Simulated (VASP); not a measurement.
Here is a VASP 6.6.1 calculation.

File INCAR:

```
ALGO     = Normal         # electronic algorithm
EDIFF    = 1E-6           # SCF threshold, eV
EDIFFG   = -0.002         # ionic threshold
ENCUT    = 600            # plane-wave cutoff, eV
IBRION   = 2              # ionic algorithm
ISIF     = 3              # what is computed and relaxed
ISMEAR   = 0              # smearing method
LASPH    = True           # aspherical terms in the spheres
LCHARG   = False          # write CHGCAR
LREAL    = False          # projectors in reciprocal space
LWAVE    = False          # write WAVECAR
NELM     = 60             # most SCF steps
NSW      = 100            # ionic steps
PREC     = Accurate       # precision mode
PSTRESS  = 40.0         
SIGMA    = 0.01           # smearing width, eV
```

File KPOINTS:

```
k-points
0
Gamma
  8 8 4
```

POSCAR

```
GaN
1.0
    3.1518156805      0.0000000000      0.0000000000
   -1.5759078402      2.7295524473      0.0000000000
    0.0000000000      0.0000000000      5.1383988121
Ga N
2 2
Direct
    0.3333333333      0.6666666667     -0.0007048346
    0.6666666667      0.3333333333      0.4992951654
    0.3333333333      0.6666666667      0.3757048346
    0.6666666667      0.3333333333      0.8757048346
```

Potentials or basis: VASP PAW LDA potentials, release 64 (Ga_d, N).

Run with:

```sh
$ cat potpaw_LDA.64/Ga_d/POTCAR potpaw_LDA.64/N/POTCAR > POTCAR
$ mpirun -np 1 vasp_std > vasp.out
```

(1) Estimate the band gap on the k mesh.

(2) What does it give for the relaxed cell?

(3) Predict the space group after relaxing (to 0.1 Å).

(4) Estimate the relaxed volume.

Answers

(1) 2.24 eV.

(2) a = 3.137 Å, b = 3.137 Å, c = 5.114 Å, α = 90.00°, β = 90.00°, γ = 120.00°.

(3) P6_3mc (No. 186).

(4) 10.90 Å³/atom.

Caveat: the cell is relaxed towards a set pressure, so the run minimises the enthalpy, not the energy.
